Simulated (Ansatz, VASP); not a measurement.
## Two plane-wave programs on ZnSe

Contents of POSCAR:

```
ZnSe
1.0
    0.0000000000      2.7148246363      2.7148246363
    2.7148246363      0.0000000000      2.7148246363
    2.7148246363      2.7148246363      0.0000000000
Zn Se
1 1
Direct
    0.0000000000      0.0000000000      0.0000000000
    0.2500000000      0.2500000000      0.2500000000
```

The input INCAR.step1:

```
SYSTEM = ZnSe
ALGO = Normal
EDIFF = 1E-5
ENCUT = 550
GGA = PE
GGA_COMPAT = .False.
ISMEAR = 0
LASPH = .True.
LCHARG = .False.
LREAL = .False.
LWAVE = .True.
NBANDS = 16
NELM = 120
PREC = Accurate
SIGMA = 0.05
```

Contents of INCAR.step2:

```
SYSTEM = ZnSe
ALGO = Normal
EDIFF = 1E-6
ENCUT = 550
GGA_COMPAT = .False.
ISIF = 2
ISMEAR = 0
ISTART = 1
LASPH = .True.
LCHARG = .False.
LMIXTAU = .True.
LREAL = .False.
LWAVE = .False.
METAGGA = R2SCAN
NBANDS = 16
NELM = 120
PREC = Accurate
SIGMA = 0.05
```

The input KPOINTS:

```
k-points
0
Gamma
  6 6 6
  0 0 0
```

Input for Ansatz:

```yaml
crystal:
  lattice:
    - [0.0, 2.7148246363, 2.7148246363]
    - [2.7148246363, 0.0, 2.7148246363]
    - [2.7148246363, 2.7148246363, 0.0]
  atoms:
    - { symbol: Zn, position: [0.0, 0.0, 0.0] }
    - { symbol: Se, position: [0.25, 0.25, 0.25] }
basis:
  ecutwfc: 500
  ecutrho_ratio: 4
kpoints:
  mp_grid: { grid: [6, 6, 6] }
hamiltonian:
  xc: r2scan
scf:
  occupations: { method: gaussian, width: 0.05 }
output:
  forces: true
  stress: true
  eigenvalues: true
```

Alike in both runs: task single point; functional r2SCAN; k mesh 6 × 6 × 6; occupations gaussian, width 0.05 eV; no spin polarisation.

|  | VASP | Ansatz |
| --- | --- | --- |
| version | VASP 6.6.1 | Ansatz 0.2.0 |
| potentials or method | VASP PAW PBE potentials, release 64 (Zn, Se), cutoff 550 eV | scalar-relativistic, plane waves, PAW |
| valence electrons in the cell | 18 | 28 |

|  | VASP | Ansatz | Ansatz less VASP |
| --- | --- | --- | --- |
| gap on the k mesh at the Fermi level (eV) | 2.45 | 2.44 | -0.014 |
| least direct gap on the mesh (eV) | 2.45 | 2.44 | -0.014 |
| pressure (GPa) | 11.3 | 11.1 | -0.18 |

VASP's potentials were made for PBE, not for r2SCAN. VASP's potentials hold 18 valence electrons a cell and Ansatz's 28, so a difference there can come from the potentials and not from the codes.
